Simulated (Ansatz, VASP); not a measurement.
K: VASP beside Ansatz

File INCAR:

```
PREC     = Accurate       # precision mode
ENCUT    = 520            # plane-wave cutoff, eV
EDIFF    = 1E-7           # SCF threshold, eV
ISMEAR   = 0              # smearing method
SIGMA    = 0.1            # smearing width, eV
LREAL    = F              # projectors in reciprocal space
LASPH    = T              # aspherical terms in the spheres
NELM     = 80             # most SCF steps
ALGO     = Normal         # electronic algorithm
ISIF     = 2              # what is computed and relaxed
LWAVE    = F              # write WAVECAR
LCHARG   = F              # write CHGCAR
GGA      = PE             # functional
NBANDS   = 20             # bands
```

Contents of KPOINTS:

```
regular mesh
0
Gamma
  4 4 4
```

POSCAR

```
K
1.0
    6.0291051200      0.0000000000      0.0000000000
    0.0000000000      6.0291051200      0.0000000000
    0.0000000000      0.0000000000      6.0291051200
K
3
Direct
    0.0000000000      0.5000000000      0.5000000000
    0.5000000000      0.0000000000      0.5000000000
    0.5000000000      0.5000000000      0.0000000000
```

Input for Ansatz:

```yaml
crystal:
  lattice:
    - [6.02910512, 0.0, 0.0]
    - [0.0, 6.02910512, 0.0]
    - [0.0, 0.0, 6.02910512]
  atoms:
    - { symbol: K, position: [0.0, 0.5, 0.5] }
    - { symbol: K, position: [0.5, 0.0, 0.5] }
    - { symbol: K, position: [0.5, 0.5, 0.0] }
basis:
  ecutwfc: 420
kpoints:
  mp_grid: { grid: [4, 4, 4] }
hamiltonian:
  xc: pbe
scf:
  occupations: { method: gaussian, width: 0.1 }
  lower_state_search: "off"
output:
  forces: true
  stress: true
  eigenvalues: true
```

Alike in both runs: task single point; functional PBE; k mesh 4 × 4 × 4; occupations gaussian, width 0.1 eV; no spin polarisation.

```csv
,VASP,Ansatz
version,VASP 6.6.1,Ansatz 0.2.0
potentials or method,"VASP PAW PBE potentials, release 64 (K_sv), cutoff 520 eV","scalar-relativistic, plane waves, PAW"
valence electrons in the cell,27,27
```

|  | VASP | Ansatz | Ansatz less VASP |
| --- | --- | --- | --- |
| gap on the k mesh at the Fermi level (eV) | none | none | - |
| pressure (GPa) | 0.6 | 0.7 | +0.01 |

A gap of «none» marks a metal or a gap that the smearing closes. With one functional, cell and mesh, what is left measures potentials, basis and numerics.
